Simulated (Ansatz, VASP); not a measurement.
# Si4O7: VASP beside Ansatz

Contents of INCAR:

```
PREC = Accurate
ENCUT = 520
EDIFF = 1E-6
ISMEAR = 0
SIGMA = 0.05
LREAL = F
LASPH = T
NELM = 100
ALGO = Normal
ISIF = 2
LWAVE = F
LCHARG = F
GGA = PE
NBANDS = 40
```

KPOINTS

```
Automatic mesh
0
Gamma
  4 4 4
```

The input POSCAR:

```
Si4O7
1.0
    5.0799801732      0.0000000000      0.0000000000
    0.0000000000      5.0799801732      0.0000000000
    0.0000000000      0.0000000000      7.0914769300
Si O
4 7
Direct
    0.2944292339      0.2944292339      0.0000000000
    0.2055707661      0.7944292339      0.2500000000
    0.7055707661      0.7055707661      0.5000000000
    0.7944292339      0.2055707661      0.7500000000
    0.4053663613      0.7409644515      0.4248320116
    0.7590355485      0.9053663613      0.6748320116
    0.5946336387      0.2590355485      0.9248320116
    0.7409644515      0.4053663613      0.5751679884
    0.9340721075      1.0200166958      0.3123088377
    0.2590355485      0.5946336387      0.0751679884
    0.0946336387      0.2409644515      0.8251679884
```

Input for Ansatz:

```yaml
crystal:
  lattice:
    - [5.0799801732, 0.0, 0.0]
    - [0.0, 5.0799801732, 0.0]
    - [0.0, 0.0, 7.09147693]
  atoms:
    - { symbol: Si, position: [0.2944292339, 0.2944292339, 0.0] }
    - { symbol: Si, position: [0.2055707661, 0.7944292339, 0.25] }
    - { symbol: Si, position: [0.7055707661, 0.7055707661, 0.5] }
    - { symbol: Si, position: [0.7944292339, 0.2055707661, 0.75] }
    - { symbol: O, position: [0.4053663613, 0.7409644515, 0.4248320116] }
    - { symbol: O, position: [0.7590355485, 0.9053663613, 0.6748320116] }
    - { symbol: O, position: [0.5946336387, 0.2590355485, 0.9248320116] }
    - { symbol: O, position: [0.7409644515, 0.4053663613, 0.5751679884] }
    - { symbol: O, position: [0.9340721075, 1.0200166958, 0.3123088377] }
    - { symbol: O, position: [0.2590355485, 0.5946336387, 0.0751679884] }
    - { symbol: O, position: [0.0946336387, 0.2409644515, 0.8251679884] }
basis:
  ecutwfc: 420
kpoints:
  mp_grid: { grid: [4, 4, 4] }
hamiltonian:
  xc: pbe
  pseudopotentials: { kind: paw, azcp: { folder: soft_1 } }
scf:
  occupations: { method: gaussian, width: 0.05 }
output:
  forces: true
  stress: true
  eigenvalues: true
  write_density: true
  write_potential: true
  elf: true
  volumetric_format: npy
```

Change from the starting cell: O vacancy; atom 9 moved 0.375 of the way to it and +0.900 Å across, host rigid.

Alike in both runs: task single point; functional PBE; k mesh 4 × 4 × 4; occupations gaussian, width 0.05 eV; no spin polarisation.

|  | VASP | Ansatz |
| --- | --- | --- |
| version | VASP 6.6.1 | Ansatz 0.2.0 |
| potentials or method | VASP PAW PBE potentials, release 64 (Si, O), cutoff 520 eV | scalar-relativistic, plane waves, PAW |
| valence electrons in the cell | 58 | 58 |

|  | VASP | Ansatz | Ansatz less VASP |
| --- | --- | --- | --- |
| gap on the k mesh at the Fermi level (eV) | 0.12 | 0.11 | -0.001 |
| least direct gap on the mesh (eV) | 0.72 | 0.72 | -0.001 |
| pressure (GPa) | -3.5 | -3.6 | -0.08 |
| traceless stress, the component that is largest in VASP (GPa) | -4.01 | -4.03 | -0.023 |
| rms of the force components (eV/Å) | 1.661 | 1.667 | +0.0059 |

Atom by atom the forces differ by 0.015 eV/Å (rms over components).
